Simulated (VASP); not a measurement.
# KMgF3 (Pm-3m) in VASP: electric field gradients with r2SCAN

Aim: the electric field gradients of KMgF3 with r2SCAN.

Everything below comes from runs of VASP 6.6.1. Logs are shortened: lines on timing, memory, paths and dates and some standing lists are left out, and cuts for length are marked.

## (1) The cell of the first run

Symmetry: Pm-3m, No. 221, cubic system. Conventional cell: a = 3.986 Å, b = 3.986 Å, c = 3.986 Å, α = 90.00°, β = 90.00°, γ = 90.00°. Within 3.7 Å of K (site symmetry m-3m) lie 12 F at 2.82 Å and 8 Mg at 3.45 Å. Within 2.6 Å of Mg (site symmetry m-3m) lie 6 F at 1.99 Å. F (site symmetry 4/mmm) has 2 Mg at 1.99 Å within 2.6 Å.

## (2) Electric field gradients, r2SCAN

File POSCAR:

```
KMgF3
1.0
    3.9859000000      0.0000000000      0.0000000000
    0.0000000000      3.9859000000      0.0000000000
    0.0000000000      0.0000000000      3.9859000000
K Mg F
1 1 3
Direct
    0.5000000000      0.5000000000      0.5000000000
    0.0000000000      0.0000000000      0.0000000000
    0.5000000000      0.0000000000      0.0000000000
    0.0000000000      0.5000000000      0.0000000000
    0.0000000000      0.0000000000      0.5000000000
```

File INCAR.step1:

```
PREC = Accurate ; ENCUT = 520
ISMEAR = -1 ; SIGMA = 0.02
LREAL = F ; LASPH = T
NELM = 80 ; NBANDS = 24
GGA = PE ; ALGO = Normal
EDIFF = 1E-4 ; LWAVE = T
LCHARG = F
```

File INCAR.step2:

```
PREC = Accurate ; ENCUT = 520
EDIFF = 1E-8 ; ISMEAR = -1
SIGMA = 0.02 ; LREAL = F
LASPH = T ; NELM = 80
ALGO = Normal ; ISIF = 2
LWAVE = F ; LCHARG = F
METAGGA = R2SCAN ; LMIXTAU = T
LEFG = T ; NBANDS = 24
ISTART = 1
```

File KPOINTS:

```
Automatic mesh
0
Gamma
  6 6 6
```

Potentials or basis: VASP PAW PBE potentials, release 64 (K_sv, Mg, F).

Command:

```bash
$ cat potpaw_PBE.64/K_sv/POTCAR potpaw_PBE.64/Mg/POTCAR potpaw_PBE.64/F/POTCAR > POTCAR
$ cp INCAR.step1 INCAR
$ mpirun -np 1 vasp_std > vasp.out
$ cp INCAR.step2 INCAR
$ mpirun -np 1 vasp_std > vasp.out
```

OUTCAR:

```text
PREC = Accurate
   ENCUT = 520
   EDIFF = 1E-8
   ISMEAR = -1
   LREAL = F
   LASPH = T
   NELM = 80
   ISIF = 2
   METAGGA = R2SCAN
   ISTART = 1

 ion  position               nearest neighbor table
   1  0.500  0.500  0.500-   3 2.82   4 2.82   5 2.82   3 2.82   4 2.82   3 2.82   5 2.82   3 2.82
                             4 2.82   5 2.82   4 2.82   5 2.82   2 3.45   2 3.45   2 3.45   2 3.45
   2  0.000  0.000  0.000-   3 1.99   4 1.99   5 1.99   5 1.99   4 1.99   3 1.99   1 3.45   1 3.45
                             1 3.45   1 3.45   1 3.45   1 3.45   1 3.45   1 3.45
   3  0.500  0.000  0.000-   2 1.99   2 1.99   1 2.82   1 2.82   1 2.82   1 2.82
   4  0.000  0.500  0.000-   2 1.99   2 1.99   1 2.82   1 2.82   1 2.82   1 2.82
   5  0.000  0.000  0.500-   2 1.99   2 1.99   1 2.82   1 2.82   1 2.82   1 2.82

  LATTYP: Found a simple cubic cell.
 ALAT       =     3.9859000000

  Lattice vectors:

 A1 = (   3.9859000000,   0.0000000000,   0.0000000000)
 A2 = (   0.0000000000,   3.9859000000,   0.0000000000)
 A3 = (   0.0000000000,   0.0000000000,   3.9859000000)

Analysis of symmetry for initial positions (statically):
=====================================================================
 Subroutine PRICEL returns:
 Original cell was already a primitive cell.

 Routine SETGRP: Setting up the symmetry group for a
 simple cubic supercell.

 Subroutine GETGRP returns: Found 48 space group operations
 (whereof 48 operations were pure point group operations)
 out of a pool of 48 trial point group operations.

The static configuration has the point symmetry O_h .

Analysis of symmetry for dynamics (positions and initial velocities):
=====================================================================
 Subroutine PRICEL returns:
 Original cell was already a primitive cell.

 Routine SETGRP: Setting up the symmetry group for a
 simple cubic supercell.

 Subroutine GETGRP returns: Found 48 space group operations
 (whereof 48 operations were pure point group operations)
 out of a pool of 48 trial point group operations.

The dynamic configuration has the point symmetry O_h .

 Subroutine INISYM returns: Found 48 space group operations
 (whereof 48 operations are pure point group operations),
 and found     1 'primitive' translations

----------------------------------------------------------------------------------------

                                     Primitive cell

  volume of cell :      63.3256

  direct lattice vectors                    reciprocal lattice vectors
     3.985900000  0.000000000  0.000000000     0.250884367  0.000000000  0.000000000
     0.000000000  3.985900000  0.000000000     0.000000000  0.250884367  0.000000000
     0.000000000  0.000000000  3.985900000     0.000000000  0.000000000  0.250884367

  length of vectors
     3.985900000  3.985900000  3.985900000     0.250884367  0.250884367  0.250884367

  position of ions in fractional coordinates (direct lattice)
     0.500000000  0.500000000  0.500000000
     0.000000000  0.000000000  0.000000000
     0.500000000  0.000000000  0.000000000
     0.000000000  0.500000000  0.000000000
     0.000000000  0.000000000  0.500000000

  ion indices of the primitive-cell ions
   primitive index   ion index
                 1           1
                 2           2
                 3           3
                 4           4
                 5           5

----------------------------------------------------------------------------------------

 KPOINTS: Automatic mesh

Automatic generation of k-mesh.
 Grid dimensions read from file:
 generate k-points for:    6    6    6

 Generating k-lattice:

  Cartesian coordinates                     Fractional coordinates (reciprocal lattice)
     0.041814061  0.000000000  0.000000000     0.166666667  0.000000000  0.000000000
     0.000000000  0.041814061  0.000000000     0.000000000  0.166666667  0.000000000
     0.000000000  0.000000000  0.041814061     0.000000000  0.000000000  0.166666667

  Length of vectors
     0.041814061  0.041814061  0.041814061

  Shift w.r.t. Gamma in fractional coordinates (k-lattice)
     0.000000000  0.000000000  0.000000000

 Subroutine IBZKPT returns following result:
 ===========================================

 Found     20 irreducible k-points:

 Following reciprocal coordinates:
            Coordinates               Weight
  0.000000  0.000000  0.000000      1.000000
  0.166667  0.000000  0.000000      6.000000
  0.333333  0.000000  0.000000      6.000000
  0.500000  0.000000  0.000000      3.000000
  0.166667  0.166667  0.000000     12.000000
  0.333333  0.166667  0.000000     24.000000
[... 12 lines left out ...]
  0.500000  0.500000  0.333333      6.000000
  0.500000  0.500000  0.500000      1.000000
   k-points           NKPTS =     20   k-points in BZ     NKDIM =     20   number of bands    NBANDS=     24
   number of dos      NEDOS =    301   number of ions     NIONS =      5
   total plane-waves  NPLWV =  27000
   dimension x,y,z NGX =    30 NGY =   30 NGZ =   30
   dimension x,y,z NGXF=    60 NGYF=   60 NGZF=   60
   ions per type =               1   1   3
   NGX,Y,Z   is equivalent  to a cutoff of  12.51, 12.51, 12.51 a.u.
   NGXF,Y,Z  is equivalent  to a cutoff of  25.03, 25.03, 25.03 a.u.
 SYSTEM =  unknown system
   PREC   = accura    normal or accurate (medium, high low for compatibility)
   ISTART =      1    job   : 0-new  1-cont  2-samecut
   ICHARG =      0    charge: 1-file 2-atom 10-const
   ISPIN  =      1    spin polarized calculation?
   LNONCOLLINEAR =      F non collinear calculations
   LSORBIT =      F    spin-orbit coupling
   LASPH  =      T    aspherical Exc in radial PAW
   ENCUT  =  520.0 eV  38.22 Ry    6.18 a.u.   7.41  7.41  7.41*2*pi/ulx,y,z
   NELM   =     80;   NELMIN=  2; NELMDL=  0     # of ELM steps
   EDIFF  = 0.1E-07   stopping-criterion for ELM
   LREAL  =      F    real-space projection
   EDIFFG = 0.1E-06   stopping-criterion for IOM
   NSW    =      0    number of steps for IOM
   IBRION =     -1    ionic relax: 0-MD 1-quasi-New 2-CG
   NFREE  =      0    steps in history (QN), initial steepest desc. (CG)
   ISIF   =      2    stress and relaxation
   ISYM   =      2    0-nonsym 1-usesym 2-fastsym
   POTIM  = 0.5000    time-step for ionic-motion
   TEBEG  =    0.0;   TEEND  =   0.0 temperature during run
   PSTRESS=    0.0 pullay stress
   NELECT =      32.0000    total number of electrons
   NUPDOWN=      -1.0000    fix difference up-down
   EMIN   =  10.00;   EMAX   =-10.00  energy-range for DOS
   EFERMI =   0.00;   METHOD = LEGACY
   ISMEAR =    -1;   SIGMA  =   0.02  broadening in eV -4-tet -1-fermi 0-gaus
   EFERMI_NEDOS =   21; number of points for ismear=-14 and -15
   IALGO  =     38    algorithm
   IMIX   =      4    mixing-type and parameters
     AMIX     =   0.40;   BMIX     =  1.00
     AMIX_MAG =   1.60;   BMIX_MAG =  1.00
  volume/ion in A,a.u.               =      12.67        85.47
  Fermi-wavevector in a.u.,A,eV,Ry     =   1.303962  2.464132 23.134232  1.700318
  Thomas-Fermi vector in A             =   2.434930
   LORBIT       =      0    0 simple, 1 ext, 2 COOP (PROOUT), +10 PAW based schemes
   METAGGA = R2SCAN    functional components
   LHFCALC =     F    Hartree Fock is set to
   AEXX    =    0.0000 exact exchange contribution
   IVDW    =     0    specifies the selected vdW correction
   LEPSILON=     F    determine dielectric tensor
   LRPA    =     F    only Hartree local field effects (RPA)
 non-spin polarized calculation
  energy-cutoff  :      520.00
  volume of cell :       63.33
 maximum number of plane-waves:      1743
 NGX is ok and might be reduce to    30
   NGX = 15   NGY = 15   NGZ = 15

 number of electron      31.9999958 magnetization

 Free energy of the ion-electron system (eV)
  ---------------------------------------------------
  ext. energy  EPLUGINS =         0.00000000
  ---------------------------------------------------
  free energy    TOTEN  =       -37.41509215 eV

  energy without entropy =      -37.41509215  energy(sigma->0) =      -37.41509215

 E-fermi :  -1.6472     XC(G=0): -10.2043

 val. band max:       -2.2167010026   @ k =   0.5000   0.5000   0.5000
 cond. band min:       6.0312252680   @ k =   0.0000   0.0000   0.0000
 fundamental gap:      8.2479262706
 Fermi energy:        -1.6472490132

 k-point     1 :       0.0000    0.0000    0.0000
  band No.  band energies     occupation
      1     -28.8160      2.00000
      2     -23.4571      2.00000
      3     -22.8268      2.00000
      4     -22.8268      2.00000
      5     -11.5427      2.00000
      6     -11.5427      2.00000
[... 16 lines left out ...]
     23      13.0172      0.00000
     24      15.9838      0.00000

 k-point     2 :       0.1667    0.0000    0.0000
  band No.  band energies     occupation
      1     -28.8088      2.00000
      2     -23.4280      2.00000
      3     -22.8620      2.00000
      4     -22.8241      2.00000
      5     -11.5394      2.00000
      6     -11.5292      2.00000
[... 16 lines left out ...]
     23      13.0008      0.00000
     24      15.8114      0.00000

 k-point     3 :       0.3333    0.0000    0.0000
  band No.  band energies     occupation
      1     -28.7944      2.00000
      2     -23.3565      2.00000
      3     -22.9462      2.00000
      4     -22.8204      2.00000
      5     -11.5329      2.00000
      6     -11.5019      2.00000
[... 16 lines left out ...]
     23      12.8714      0.00000
     24      15.3123      0.00000
[... 406 lines left out ...]
 k-point    19 :       0.5000    0.5000    0.3333
  band No.  band energies     occupation
      1     -28.7571      2.00000
      2     -23.0155      2.00000
      3     -23.0075      2.00000
      4     -23.0075      2.00000
      5     -11.6982      2.00000
      6     -11.6982      2.00000
[... 16 lines left out ...]
     23      13.5982      0.00000
     24      13.5982      0.00000

 k-point    20 :       0.5000    0.5000    0.5000
  band No.  band energies     occupation
      1     -28.7538      2.00000
      2     -23.0034      2.00000
      3     -23.0034      2.00000
      4     -23.0034      2.00000
      5     -11.7250      2.00000
      6     -11.7250      2.00000
[... 16 lines left out ...]
     23      14.0036      0.00000
     24      14.0036      0.00000

------------------------ aborting loop because EDIFF is reached ----------------------------------------

  FORCE on cell =-STRESS in cart. coord.  units (eV):
  Direction    XX          YY          ZZ          XY          YZ          ZX
  --------------------------------------------------------------------------------------
  -------------------------------------------------------------------------------------
  Total       -0.3612668     -0.3612668     -0.3612668     -0.0000000      0.0000000     -0.0000000
  in kB       -9.1402779     -9.1402779     -9.1402779     -0.0000000      0.0000000     -0.0000000
  external PRESSURE =      -9.1402779 kB  Pullay stress =       0.0000000 kB

 VOLUME and BASIS-vectors are now :
 -----------------------------------------------------------------------------
  energy-cutoff  :      520.00
  volume of cell :       63.33
      direct lattice vectors                 reciprocal lattice vectors
     3.985900000  0.000000000  0.000000000     0.250884367  0.000000000  0.000000000
     0.000000000  3.985900000  0.000000000     0.000000000  0.250884367  0.000000000
     0.000000000  0.000000000  3.985900000     0.000000000  0.000000000  0.250884367

 POSITION                                       TOTAL-FORCE (eV/Angst)
 -----------------------------------------------------------------------------------
      1.99295      1.99295      1.99295         0.000000      0.000000      0.000000
      0.00000      0.00000      0.00000         0.000000      0.000000      0.000000
      1.99295      0.00000      0.00000         0.000000      0.000000      0.000000
      0.00000      1.99295      0.00000         0.000000      0.000000      0.000000
      0.00000      0.00000      1.99295         0.000000      0.000000      0.000000
 -----------------------------------------------------------------------------------
    total drift:                                0.000000     -0.000000      0.000000

  FREE ENERGIE OF THE ION-ELECTRON SYSTEM (eV)
  ---------------------------------------------------
  free  energy   TOTEN  =       -37.4150921498 eV

  energy  without entropy=      -37.4150921498  energy(sigma->0) =      -37.41509215

 Electric field gradients (V/A^2)
---------------------------------------------------------------------
 ion       V_xx      V_yy      V_zz      V_xy      V_xz      V_yz
---------------------------------------------------------------------
   1      -0.000    -0.000    -0.000    -0.000    -0.000    -0.000
   2      -0.000    -0.000     0.000     0.000    -0.000    -0.000
   3      44.045   -22.022   -22.022     0.000     0.000    -0.000
   4     -22.022    44.045   -22.022     0.000     0.000    -0.000
   5     -22.022   -22.022    44.045    -0.000     0.000    -0.000
---------------------------------------------------------------------

 Electric field gradients after diagonalization (V/A^2)
 (convention: |V_zz| > |V_xx| > |V_yy|)
----------------------------------------------------------------------
 ion       V_xx      V_yy      V_zz     asymmetry (V_yy - V_xx)/ V_zz
----------------------------------------------------------------------
   1      -0.000    -0.000    -0.000      -0.130
   2      -0.000    -0.000     0.000       0.039
   3     -22.022   -22.022    44.045       0.000
   4     -22.022   -22.022    44.045       0.000
   5     -22.022   -22.022    44.045       0.000
----------------------------------------------------------------------

           NMR quadrupolar parameters

 Cq : quadrupolar parameter    Cq=e*Q*V_zz/h
 eta: asymmetry parameters     (V_yy - V_xx)/ V_zz
 Q  : nuclear electric quadrupole moment in mb (millibarn)
----------------------------------------------------------------------
 ion       Cq(MHz)       eta       Q (mb)
----------------------------------------------------------------------
   1      -0.000      -0.130       1.000
   2       0.000       0.039       1.000
   3       0.106       0.000       1.000
   4       0.106       0.000       1.000
   5       0.106       0.000       1.000
----------------------------------------------------------------------
```

Wall time 2.8 min (1 thread of Oxide Virtual Turin-like, shared host); peak memory 0.15 GiB.

Results:

- Free energy: -37.4151 eV
- Pressure: -0.9 GPa
- Band gap on the k mesh: 8.25 eV, indirect (least direct gap 8.57 eV)

Electric field gradients, principal values (V/Å²):
| atom | least | middle | greatest (by size) |
| --- | --- | --- | --- |
| 1 K | 0.000 | 0.000 | 0.000 |
| 2 Mg | 0.000 | 0.000 | 0.000 |
| 3 F | -22.022 | -22.022 | 44.045 |
| 4 F | -22.022 | -22.022 | 44.045 |
| 5 F | -22.022 | -22.022 | 44.045 |

Caveat: without QUAD_EFG the Cq values of the log hold for a quadrupole moment of 1 mb, not for the nuclei; the PAW data sets were made with another functional, which shifts forces and pressure a little.
